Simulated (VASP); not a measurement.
A run of VASP 6.6.1 is set up as follows.

File POSCAR:

```
PbF2
1.0
    0.0000000000      3.0003645022      3.0003645022
    3.0003645022      0.0000000000      3.0003645022
    3.0003645022      3.0003645022      0.0000000000
Pb F
1 2
Direct
    0.0000000000      0.0000000000      0.0000000000
    0.2500000000      0.2500000000      0.2500000000
    0.7500000000      0.7500000000      0.7500000000
```

The input INCAR.step1:

```
PREC = Accurate
ENCUT = 520
ISMEAR = 0
SIGMA = 0.05
LREAL = False
LASPH = True
NELM = 80
NBANDS = 21
GGA = PE
ALGO = Normal
EDIFF = 1E-4
LWAVE = True
LCHARG = False
```

INCAR.step2

```
PREC = Accurate
ENCUT = 520
EDIFF = 1E-7
ISMEAR = 0
SIGMA = 0.05
LREAL = False
LASPH = True
NELM = 80
ALGO = Normal
ISIF = 2
LWAVE = False
LCHARG = True
METAGGA = R2SCAN
LMIXTAU = True
LELF = True
LVHAR = True
NBANDS = 21
ISTART = 1
```

Contents of KPOINTS:

```
regular mesh
0
Gamma
  10 10 10
```

Potentials or basis: VASP PAW PBE potentials, release 64 (Pb_d, F).

The run is started by

```sh
$ cat potpaw_PBE.64/Pb_d/POTCAR potpaw_PBE.64/F/POTCAR > POTCAR
$ cp INCAR.step1 INCAR
$ mpirun -np 1 vasp_std > vasp.out
$ cp INCAR.step2 INCAR
$ mpirun -np 1 vasp_std > vasp.out
```

**Question.** Estimate the band gap on the k mesh.

**Answer.** 4.95 eV (least direct gap 5.08 eV).

**Question.** What does it give for the pressure?

**Answer.** -2.9 GPa.

Caveat: the PAW data sets were made with another functional, which shifts forces and pressure a little; spin-orbit coupling is left out, which moves the levels of the heavy elements. A k mesh can miss the band edges.
